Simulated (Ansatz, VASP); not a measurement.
Ta5Si: VASP beside Ansatz

```
Ta Si
1.0
     0.00000    3.83008    3.83008
     3.83008    0.00000    3.83008
     3.83008    3.83008    0.00000
Ta Si
5 1
Direct
  0.12431 0.12431 0.12431
  0.12431 0.12431 0.62707
  0.12431 0.62707 0.12431
  0.62707 0.12431 0.12431
  0.75000 0.75000 0.75000
  0.50000 0.50000 0.50000
```

Alike in both runs: functional PBE; k mesh 4 × 4 × 4; occupations gaussian, width 0.1 eV; no spin polarisation.

Ansatz relaxed the structure, and its values are those at the end. VASP's run is a single point on that final structure, the one shown.

|  | VASP | Ansatz |
| --- | --- | --- |
| version | VASP 6.6.1 | Ansatz 0.2.0 |
| potentials or method | VASP PAW PBE potentials, release 64 (Ta_pv, Si), cutoff 520 eV | scalar-relativistic, plane waves, PAW |
| valence electrons in the cell | 59 | 69 |

|  | VASP | Ansatz | Ansatz less VASP |
| --- | --- | --- | --- |
| gap on the k mesh at the Fermi level (eV) | none | none | - |
| pressure (GPa) | 0.2 | 0.0 | -0.18 |

A gap of «none» marks a metal or a gap that the smearing closes. VASP's potentials hold 59 valence electrons a cell and Ansatz's 69, so a difference there can come from the potentials and not from the codes.

Neither program's run includes spin-orbit coupling.
